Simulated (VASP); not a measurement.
Runs of VASP 6.6.1 on Mo. The structure is that of space group P6_3/mmc (No. 194), or close to it. The cells are those of the table. This isn't the form of Mo at room conditions, which is bcc.

| task | cell | cutoff (eV) | gap on the mesh (eV) | pressure (GPa) |
| --- | --- | --- | --- | --- |
| relaxation of shape and atoms at fixed volume | relaxed from a = 2.300, b = 2.300, c = 4.080 Å, angles 90.0, 90.0, 120.0°, 2 atoms | 600 | none | 368.6 |
| single point | a = 2.662, b = 2.662, c = 4.621 Å, angles 90.0, 90.0, 120.0°, 2 atoms | 520 | none | 39.6 |
| relaxation of shape and atoms at fixed volume | relaxed from a = 2.425, b = 2.425, c = 4.302 Å, angles 90.0, 90.0, 120.0°, 2 atoms | 600 | none | 191.0 |
| single point | a = 2.758, b = 2.758, c = 4.892 Å, angles 90.0, 90.0, 120.0°, 2 atoms | 520 | none | (a) |
| relaxation of shape and atoms at fixed volume | relaxed from a = 2.539, b = 2.539, c = 4.503 Å, angles 90.0, 90.0, 120.0°, 2 atoms | 600 | none | 93.4 |

Alike in all rows: level PBE; potentials or basis VASP PAW PBE potentials, release 64 (Mo_sv); no spin polarisation; k mesh 15 × 15 × 8; smearing fermi-dirac 0.08 eV.

Question: Fill in the values left out.

Answer: (a) 0.5.

Caveats: the cell stands under pressure (at least some runs).

A k mesh can miss the band edges, and the runs leave out spin-orbit coupling on Mo.

A gap of «none» marks levels without a gap at the run's occupations.
